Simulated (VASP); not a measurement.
# Zr3S2 (R32) in VASP: notebook

Aim: see how the results for Zr3S2 move with the level of theory and the settings. Levels: PBEsol, PBE. Tasks: single point.

All numbers are computed with VASP 6.6.1; they aren't measurements. Logs are shortened: lines on timing, memory, paths and dates and some standing lists are left out, and cuts for length are marked.

## Step 1: The cell of the first run

The structure is trigonal, space group R32 (No. 155). Conventional cell: a = 5.726 Å, b = 5.726 Å, c = 10.312 Å, α = 90.00°, β = 90.00°, γ = 120.00°. Within 3.4 Å of Zr (site symmetry 2) lie 4 S at 2.57 to 2.58 Å and 6 Zr at 3.28 to 3.36 Å. S (site symmetry 3) has 6 Zr at 2.57 to 2.58 Å and 3 S at 3.31 Å within 3.4 Å.

## Step 2: Single point, PBEsol

INCAR

```
ALGO = Normal ; EDIFF = 1E-6
ENCUT = 520 ; GGA = PS
ISIF = 2 ; ISMEAR = -1
LASPH = T ; LCHARG = T
LELF = T ; LREAL = F
LVHAR = T ; LWAVE = F
NBANDS = 32 ; NELM = 60
PREC = Accurate ; SIGMA = 0.05
```

KPOINTS

```
k-points
0
Gamma
  6 6 6
```

POSCAR

```
Zr3S2
1.0
    2.8629871785      1.6529464182      3.4373051494
   -2.8629871785      1.6529464182      3.4373051494
    0.0000000000     -3.3058928364      3.4373051494
Zr S
3 2
Direct
    0.8384259083      0.5000000000      0.1615740917
    0.5000000000      0.1615740917      0.8384259083
    0.1615740917      0.8384259083      0.5000000000
    0.6649317196      0.6649317196      0.6649317196
    0.3350682804      0.3350682804      0.3350682804
```

Potentials or basis: VASP PAW PBE potentials, release 64 (Zr_sv, S).

Started as:

```
cat potpaw_PBE.64/Zr_sv/POTCAR potpaw_PBE.64/S/POTCAR > POTCAR
mpirun -np 1 vasp_std > vasp.out
```

OUTCAR:

```text
EDIFF = 1E-6
   ENCUT = 520
   GGA = PS
   ISIF = 2
   ISMEAR = -1
   LASPH = T
   LREAL = F
   NELM = 60
   PREC = Accurate

 ion  position               nearest neighbor table
   1  0.838  0.500  0.162-   5 2.57   4 2.57   5 2.58   4 2.58   2 3.28   2 3.28   3 3.28   3 3.28
                             3 3.36   2 3.36   3 3.44   2 3.44
   2  0.500  0.162  0.838-   4 2.57   5 2.57   4 2.58   5 2.58   1 3.28   1 3.28   3 3.28   3 3.28
                             3 3.36   1 3.36   3 3.44   1 3.44
   3  0.162  0.838  0.500-   4 2.57   5 2.57   4 2.58   5 2.58   1 3.28   2 3.28   1 3.28   2 3.28
                             1 3.36   2 3.36   1 3.44   2 3.44
   4  0.665  0.665  0.665-   2 2.57   1 2.57   3 2.57   3 2.58   2 2.58   1 2.58
   5  0.335  0.335  0.335-   1 2.57   2 2.57   3 2.57   3 2.58   1 2.58   2 2.58

  LATTYP: Found a trigonal (rhomboedric) cell.
 ALAT       =     4.7690663799
 COS(alpha) =     0.2792210959

  Lattice vectors:

 A1 = (   2.8629871785,   1.6529464182,   3.4373051494)
 A2 = (  -2.8629871785,   1.6529464182,   3.4373051494)
 A3 = (   0.0000000000,  -3.3058928364,   3.4373051494)

Analysis of symmetry for initial positions (statically):
=====================================================================
 Subroutine PRICEL returns:
 Original cell was already a primitive cell.

 Routine SETGRP: Setting up the symmetry group for a
 trigonal (rhombohedral) supercell.

 Subroutine GETGRP returns: Found  6 space group operations
 (whereof  6 operations were pure point group operations)
 out of a pool of 12 trial point group operations.

The static configuration has the point symmetry D_3 .

Analysis of symmetry for dynamics (positions and initial velocities):
=====================================================================
 Subroutine PRICEL returns:
 Original cell was already a primitive cell.

 Routine SETGRP: Setting up the symmetry group for a
 trigonal (rhombohedral) supercell.

 Subroutine GETGRP returns: Found  6 space group operations
 (whereof  6 operations were pure point group operations)
 out of a pool of 12 trial point group operations.

The dynamic configuration has the point symmetry D_3 .

 Subroutine INISYM returns: Found  6 space group operations
 (whereof  6 operations are pure point group operations),
 and found     1 'primitive' translations

----------------------------------------------------------------------------------------

                                     Primitive cell

  volume of cell :      97.5995

  direct lattice vectors                    reciprocal lattice vectors
     2.862987179  1.652946418  3.437305149     0.174642766  0.100830048  0.096975194
    -2.862987179  1.652946418  3.437305149    -0.174642766  0.100830048  0.096975194
     0.000000000 -3.305892836  3.437305149     0.000000000 -0.201660096  0.096975194

  length of vectors
     4.769066380  4.769066380  4.769066380     0.223765463  0.223765463  0.223765463

  position of ions in fractional coordinates (direct lattice)
     0.838425908  0.500000000  0.161574092
     0.500000000  0.161574092  0.838425908
     0.161574092  0.838425908  0.500000000
     0.664931720  0.664931720  0.664931720
     0.335068280  0.335068280  0.335068280

  ion indices of the primitive-cell ions
   primitive index   ion index
                 1           1
                 2           2
                 3           3
                 4           4
                 5           5

----------------------------------------------------------------------------------------

 KPOINTS: k-points

Automatic generation of k-mesh.
 Grid dimensions read from file:
 generate k-points for:    6    6    6

 Generating k-lattice:

  Cartesian coordinates                     Fractional coordinates (reciprocal lattice)
     0.029107128  0.016805008  0.016162532     0.166666667  0.000000000  0.000000000
    -0.029107128  0.016805008  0.016162532     0.000000000  0.166666667  0.000000000
     0.000000000 -0.033610016  0.016162532     0.000000000  0.000000000  0.166666667

  Length of vectors
     0.037294244  0.037294244  0.037294244

  Shift w.r.t. Gamma in fractional coordinates (k-lattice)
     0.000000000  0.000000000  0.000000000

 Subroutine IBZKPT returns following result:
 ===========================================

 Found     32 irreducible k-points:

 Following reciprocal coordinates:
            Coordinates               Weight
  0.000000  0.000000  0.000000      1.000000
  0.166667  0.000000 -0.000000      6.000000
  0.333333  0.000000  0.000000      6.000000
  0.500000  0.000000  0.000000      3.000000
  0.166667  0.166667 -0.000000      6.000000
  0.333333  0.166667  0.000000     12.000000
[... 16 lines left out ...]
  0.500000  0.500000  0.166667      6.000000
 -0.333333  0.500000  0.166667     12.000000
 [... further k-points ...]
   k-points           NKPTS =     32   k-points in BZ     NKDIM =     32   number of bands    NBANDS=     32
   number of dos      NEDOS =    301   number of ions     NIONS =      5
   total plane-waves  NPLWV =  46656
   dimension x,y,z NGX =    36 NGY =   36 NGZ =   36
   dimension x,y,z NGXF=    72 NGYF=   72 NGZF=   72
   ions per type =               3   2
   NGX,Y,Z   is equivalent  to a cutoff of  12.55, 12.55, 12.55 a.u.
   NGXF,Y,Z  is equivalent  to a cutoff of  25.10, 25.10, 25.10 a.u.
 SYSTEM =  unknown system
   PREC   = accura    normal or accurate (medium, high low for compatibility)
   ISTART =      0    job   : 0-new  1-cont  2-samecut
   ICHARG =      2    charge: 1-file 2-atom 10-const
   ISPIN  =      1    spin polarized calculation?
   LNONCOLLINEAR =      F non collinear calculations
   LSORBIT =      F    spin-orbit coupling
   LASPH  =      T    aspherical Exc in radial PAW
   ENCUT  =  520.0 eV  38.22 Ry    6.18 a.u.   8.87  8.87  8.87*2*pi/ulx,y,z
   NELM   =     60;   NELMIN=  2; NELMDL= -5     # of ELM steps
   EDIFF  = 0.1E-05   stopping-criterion for ELM
   LREAL  =      F    real-space projection
   EDIFFG = 0.1E-04   stopping-criterion for IOM
   NSW    =      0    number of steps for IOM
   IBRION =     -1    ionic relax: 0-MD 1-quasi-New 2-CG
   NFREE  =      0    steps in history (QN), initial steepest desc. (CG)
   ISIF   =      2    stress and relaxation
   ISYM   =      2    0-nonsym 1-usesym 2-fastsym
   POTIM  = 0.5000    time-step for ionic-motion
   TEBEG  =    0.0;   TEEND  =   0.0 temperature during run
   PSTRESS=    0.0 pullay stress
   NELECT =      48.0000    total number of electrons
   NUPDOWN=      -1.0000    fix difference up-down
   EMIN   =  10.00;   EMAX   =-10.00  energy-range for DOS
   EFERMI =   0.00;   METHOD = LEGACY
   ISMEAR =    -1;   SIGMA  =   0.05  broadening in eV -4-tet -1-fermi 0-gaus
   EFERMI_NEDOS =   21; number of points for ismear=-14 and -15
   IALGO  =     38    algorithm
   IMIX   =      4    mixing-type and parameters
     AMIX     =   0.40;   BMIX     =  1.00
     AMIX_MAG =   1.60;   BMIX_MAG =  1.00
  volume/ion in A,a.u.               =      19.52       131.73
  Fermi-wavevector in a.u.,A,eV,Ry     =   1.292229  2.441958 22.719759  1.669855
  Thomas-Fermi vector in A             =   2.423950
   LORBIT       =      0    0 simple, 1 ext, 2 COOP (PROOUT), +10 PAW based schemes
   GGA     = PS    functional components
   LHFCALC =     F    Hartree Fock is set to
   AEXX    =    0.0000 exact exchange contribution
   IVDW    =     0    specifies the selected vdW correction
   LEPSILON=     F    determine dielectric tensor
   LRPA    =     F    only Hartree local field effects (RPA)
 non-spin polarized calculation
  energy-cutoff  :      520.00
  volume of cell :       97.60
 maximum number of plane-waves:      2653
   NGX = 17   NGY = 17   NGZ = 17

 number of electron      48.0000002 magnetization

 Free energy of the ion-electron system (eV)
  ---------------------------------------------------
  ext. energy  EPLUGINS =         0.00000000
  ---------------------------------------------------
  free energy    TOTEN  =       -41.94583049 eV

  energy without entropy =      -41.92622815  energy(sigma->0) =      -41.93602932

 E-fermi :   9.2263     XC(G=0): -11.2361

 val. band max:        9.2244000240   @ k =   0.1667   0.0000  -0.0000
 cond. band min:       9.2319635322   @ k =   0.3333   0.3333   0.3333
 fundamental gap:      0.0075635083
 Fermi energy:         9.2263003966

 k-point     1 :       0.0000    0.0000    0.0000
  band No.  band energies     occupation
      1     -39.6570      2.00000
      2     -39.5612      2.00000
      3     -39.5612      2.00000
      4     -17.8904      2.00000
      5     -17.8819      2.00000
      6     -17.8819      2.00000
[... 24 lines left out ...]
     31      12.6864      0.00000
     32      12.9675      0.00000

 k-point     2 :       0.1667    0.0000   -0.0000
  band No.  band energies     occupation
      1     -39.6501      2.00000
      2     -39.5685      2.00000
      3     -39.5607      2.00000
      4     -17.9545      2.00000
      5     -17.9409      2.00000
      6     -17.8999      2.00000
[... 24 lines left out ...]
     31      12.8263      0.00000
     32      13.0836      0.00000

 k-point     3 :       0.3333    0.0000    0.0000
  band No.  band energies     occupation
      1     -39.6316      2.00000
      2     -39.5845      2.00000
      3     -39.5630      2.00000
      4     -17.9943      2.00000
      5     -17.9749      2.00000
      6     -17.9090      2.00000
[... 24 lines left out ...]
     31      12.8116      0.00000
     32      13.0864      0.00000

 k-point     4 :       0.5000    0.0000    0.0000
  band No.  band energies     occupation
      1     -39.6094      2.00000
      2     -39.6054      2.00000
      3     -39.5642      2.00000
      4     -18.0135      2.00000
      5     -17.9786      2.00000
      6     -17.8645      2.00000
[... 654 lines left out ...]
     31      12.7628      0.00000
     32      12.8266      0.00000

 k-point    23 :       0.5000    0.5000    0.1667
  band No.  band energies     occupation
      1     -39.6134      2.00000
      2     -39.5840      2.00000
      3     -39.5804      2.00000
      4     -18.1239      2.00000
      5     -18.0251      2.00000
      6     -17.8787      2.00000
[... 24 lines left out ...]
     31      12.4136      0.00000
     32      12.6309      0.00000

 k-point    24 :      -0.3333    0.5000    0.1667
  band No.  band energies     occupation
      1     -39.5989      2.00000
      2     -39.5917      2.00000
      3     -39.5875      2.00000
      4     -18.1011      2.00000
      5     -18.0164      2.00000
      6     -17.8774      2.00000
[... 24 lines left out ...]
     31      12.3921      0.00000
     32      12.8164      0.00000

 [... further k-points ...]
[... 5 lines left out ...]
  --------------------------------------------------------------------------------------
  -------------------------------------------------------------------------------------
  Total        0.0488105      0.0488105      0.1482738      0.0000000     -0.0000000      0.0000000
  in kB        0.8012654      0.8012654      2.4340392      0.0000000     -0.0000000      0.0000000
  external PRESSURE =       1.3455233 kB  Pullay stress =       0.0000000 kB

 VOLUME and BASIS-vectors are now :
 -----------------------------------------------------------------------------
  energy-cutoff  :      520.00
  volume of cell :       97.60
      direct lattice vectors                 reciprocal lattice vectors
     2.862987179  1.652946418  3.437305149     0.174642766  0.100830048  0.096975194
    -2.862987179  1.652946418  3.437305149    -0.174642766  0.100830048  0.096975194
     0.000000000 -3.305892836  3.437305149     0.000000000 -0.201660096  0.096975194

 POSITION                                       TOTAL-FORCE (eV/Angst)
 -----------------------------------------------------------------------------------
      0.96891      1.67820      5.15596         0.006031      0.010446      0.000000
      0.96891     -1.67820      5.15596         0.006031     -0.010446      0.000000
     -1.93782      0.00000      5.15596        -0.012062     -0.000000     -0.000000
      0.00000      0.00000      6.85672         0.000000     -0.000000     -0.003603
      0.00000      0.00000      3.45520         0.000000     -0.000000      0.003603
 -----------------------------------------------------------------------------------
    total drift:                                0.000000      0.000000     -0.000000

  FREE ENERGIE OF THE ION-ELECTRON SYSTEM (eV)
  ---------------------------------------------------
  free  energy   TOTEN  =       -41.9458304881 eV

  energy  without entropy=      -41.9262281475  energy(sigma->0) =      -41.93602932
```

Wall time 52 s (1 thread of AMD EPYC 9R45 (Zen 5), shared host); peak memory 0.21 GiB.

Results:

- Free energy: -41.9458 eV
- Pressure: 0.1 GPa
- Largest force: 0.012 eV/Å
- Band gap on the k mesh: zero (band 24 reaches 9.35 eV, above the bottom of band 25 at 9.12 eV)

Forces on the atoms (eV/Å):
```
Zr   0.006  0.010  0.000
Zr   0.006 -0.010  0.000
Zr  -0.012  0.000  0.000
S    0.000  0.000 -0.004
S    0.000  0.000  0.004
```

Stress tensor (GPa, compression positive):
```
0.08 0.00 0.00
0.00 0.08 0.00
0.00 0.00 0.24
```

Caveat: the PAW data sets were made with another functional, which shifts forces and pressure a little.

## Step 3: Single point, PBEsol

This run uses another cell than the first one, of 20.36 Å³/atom, 1.043 times its volume.

INCAR

```
SYSTEM = Zr3S2
PREC = Accurate ; ENCUT = 520
EDIFF = 1E-6 ; ISMEAR = -1
SIGMA = 0.05 ; LREAL = .FALSE.
LASPH = .TRUE. ; NELM = 60
ALGO = Normal ; ISIF = 2
LWAVE = .FALSE. ; LCHARG = .TRUE.
GGA = PS ; LELF = .TRUE.
LVHAR = .TRUE. ; NBANDS = 32
```

KPOINTS

```
Automatic mesh
0
G
  6 6 6
  0 0 0
```

POSCAR

```
Zr3S2
1.0
    2.9025379727      1.6757810799      3.4877732718
   -2.9025379727      1.6757810799      3.4877732718
    0.0000000000     -3.3515621597      3.4877732718
Zr S
3 2
Direct
    0.8387270000      0.5000000000      0.1612730000
    0.5000000000      0.1612730000      0.8387270000
    0.1612730000      0.8387270000      0.5000000000
    0.6650230000      0.6650230000      0.6650230000
    0.3349770000      0.3349770000      0.3349770000
```

Potentials or basis: VASP PAW PBE potentials, release 64 (Zr_sv, S).

Started as:

```
cat potpaw_PBE.64/Zr_sv/POTCAR potpaw_PBE.64/S/POTCAR > POTCAR
mpirun -np 1 vasp_std > vasp.out
```

It took 52 s on 1 thread of AMD EPYC 9R45 (Zen 5), shared host; peak memory 0.21 GiB.

The run converged. Its results:

* Free energy: -41.8820 eV
* Pressure: -5.0 GPa
* Largest force: 0.126 eV/Å
* Band gap on the k mesh: zero (band 24 reaches 8.87 eV, above the bottom of band 25 at 8.63 eV)

Forces on the atoms (eV/Å):
```
Zr  -0.063 -0.109  0.000
Zr  -0.063  0.109  0.000
Zr   0.126  0.000  0.000
S    0.000  0.000 -0.013
S    0.000  0.000  0.013
```

Stress tensor (GPa, compression positive):
```
-4.86  0.00  0.00
 0.00 -4.86  0.00
 0.00  0.00 -5.19
```

Levels at points of the mesh, in eV from the Fermi level:
| k point | band 20 | band 21 | band 22 | band 23 | band 24 | band 25 | band 26 | band 27 | band 28 | band 29 |
| --- | --- | --- | --- | --- | --- | --- | --- | --- | --- | --- |
| (0.00, 0.00, 0.00) | -4.06 | -2.59 | -1.83 | 0.11 | 0.11 | 0.69 | 0.69 | 2.01 | 2.75 | 2.75 |
| (0.50, 0.00, 0.00) | -3.66 | -1.20 | -1.11 | -0.85 | -0.66 | -0.12 | 1.01 | 1.76 | 1.78 | 2.48 |
| (0.50, 0.50, 0.00) | -3.71 | -1.86 | -1.22 | -0.82 | -0.27 | -0.04 | 0.91 | 1.90 | 2.01 | 2.15 |
| (0.50, 0.50, 0.50) | -4.31 | -0.77 | -0.38 | -0.17 | -0.17 | 0.33 | 0.33 | 1.08 | 1.08 | 2.21 |

Caveat: the PAW data sets were made with another functional, which shifts forces and pressure a little.

## Step 4: Single point, PBE

This run uses another cell than the first one, of 20.36 Å³/atom, 1.043 times its volume.

INCAR

```
SYSTEM = Zr3S2
PREC     = Accurate       ! precision mode
ENCUT    = 520            ! plane-wave cutoff, eV
EDIFF    = 1E-6           ! SCF threshold, eV
ISMEAR   = 0              ! smearing method
SIGMA    = 0.1            ! smearing width, eV
LREAL    = .False.        ! projectors in reciprocal space
LASPH    = .True.         ! aspherical terms in the spheres
NELM     = 60             ! most SCF steps
ALGO     = Normal         ! electronic algorithm
ISIF     = 2              ! what is computed and relaxed
LWAVE    = .False.        ! write WAVECAR
LCHARG   = .True.         ! write CHGCAR
GGA      = PE             ! functional
LELF     = .True.         ! ELF
LVHAR    = .True.       
NBANDS   = 32             ! bands
```

KPOINTS

```
regular mesh
0
Gamma
  5 5 5
  0 0 0
```

POSCAR is that of step 3.

Started as:

```
cat potpaw_PBE.64/Zr_sv/POTCAR potpaw_PBE.64/S/POTCAR > POTCAR
mpirun -np 1 vasp_std > vasp.out
```

Wall time 44 s (1 thread of Intel Xeon 6975P-C, shared host); peak memory 0.22 GiB.

It converged, with:

| Quantity | Value |
| --- | --- |
| Free energy | -39.2359 eV |
| Pressure | -0.9 GPa |
| Largest force | 0.071 eV/Å |
| Band gap on the k mesh | zero (band 24 reaches 8.98 eV, above the bottom of band 25 at 8.77 eV) |

Forces on the atoms (eV/Å):
```
Zr  -0.036 -0.062  0.000
Zr  -0.036  0.062  0.000
Zr   0.071  0.000  0.000
S    0.000  0.000 -0.010
S    0.000  0.000  0.010
```

Stress tensor (GPa, compression positive):
```
-0.93  0.00  0.00
 0.00 -0.93  0.00
 0.00  0.00 -0.78
```

Levels at points of the mesh, in eV from the Fermi level:
| k point | band 20 | band 21 | band 22 | band 23 | band 24 | band 25 | band 26 | band 27 | band 28 | band 29 |
| --- | --- | --- | --- | --- | --- | --- | --- | --- | --- | --- |
| (0.00, 0.00, 0.00) | -4.08 | -2.60 | -1.82 | 0.10 | 0.10 | 0.70 | 0.70 | 2.00 | 2.75 | 2.75 |

## Step 5: The runs side by side

```tsv
level	cell	k mesh	smearing	gap on the mesh (eV)	pressure (GPa)	largest force (eV/Å)
PBEsol	a = 4.769 Å, angles 73.8°, 5 atoms	6 × 6 × 6	fermi-dirac 0.05 eV	none	0.1	0.01
PBEsol	a = 4.837 Å, angles 73.7°, 5 atoms	6 × 6 × 6	fermi-dirac 0.05 eV	none	-5.0	0.13
PBE	a = 4.837 Å, angles 73.7°, 5 atoms	5 × 5 × 5	gaussian 0.1 eV	none	-0.9	0.07
```

Alike in all rows: task single point; potentials or basis VASP PAW PBE potentials, release 64 (Zr_sv, S); no spin polarisation; cutoff (eV) 520.

Caveats: the PAW data sets were made with another functional, which shifts forces and pressure a little (some runs).

Absolute energies hang on the potentials; compare differences alone.
